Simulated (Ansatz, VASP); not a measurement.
## TiO: VASP beside Ansatz

```
Ti O
1.0
     2.70168    0.00000    0.00000
    -1.35084    2.33972    0.00000
     0.00000    0.00000    2.97737
Ti O
1 1
Direct
  0.66667 0.33333 0.00000
  0.00000 0.00000 0.50000
```

Alike in both runs: task single point; functional PBEsol; k mesh 30 × 30 × 24; occupations gaussian, width 0.15 eV; no spin polarisation.

|  | VASP | Ansatz |
| --- | --- | --- |
| version | VASP 6.6.1 | Ansatz 0.2.0 |
| potentials or method | VASP PAW PBE potentials, release 64 (Ti_sv, O), cutoff 520 eV | scalar-relativistic, plane waves, PAW |
| valence electrons in the cell | 18 | 18 |

```csv
,VASP,Ansatz,Ansatz less VASP
pressure (GPa),-0.6,-1.2,-0.61
"traceless stress, the component that is largest in VASP (GPa)",-27.15,-27.42,-0.272
```

VASP's potentials were made for PBE, not for PBEsol. With one functional, cell and mesh, what is left measures potentials, basis and numerics.
